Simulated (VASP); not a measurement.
LaC2, 3 atoms in the cell. The structure is monoclinic, space group Cm (No. 8). The conventional cell has a = 7.659 Å, b = 3.934 Å, c = 3.934 Å, α = 90.00°, β = 120.90°, γ = 90.00°. Within 3.5 Å of La (site symmetry m) lie 10 C at 2.65 to 2.89 Å. Within 1.7 Å of C (site symmetry m) lie 1 C at 1.28 Å. Within 1.7 Å of C (site symmetry m) lie 1 C at 1.28 Å. 

```yaml
Program: VASP 6.6.1
Task: single point
Functional: PBEsol
Potentials_or_basis: VASP PAW PBE potentials, release 64 (La, C)
Cutoff: 520 eV
k_mesh: 10 × 10 × 10
Occupations: methfessel-paxton, width 0.1 eV
Spin: no spin polarisation
Dipole_correction: no
Further_INCAR_settings: ALGO = Normal; EDIFF = 1e-06; NBANDS = 16
```

Potentials or basis: VASP PAW PBE potentials, release 64 (La, C).

Launch:

```bash
$ cat potpaw_PBE.64/La/POTCAR potpaw_PBE.64/C/POTCAR > POTCAR
$ mpirun -np 1 vasp_std > vasp.out
```

Hardware: 1 thread of Intel(R) Xeon(R) 6975P-C (Granite Rapids), on a shared host.

Question: How long does it take, and how much memory?

Answer: Run time: 98 s on 1 thread of Intel(R) Xeon(R) 6975P-C (Granite Rapids) (shared host), peak memory 0.4 GiB. Counts: scf iterations 14, k points 282.
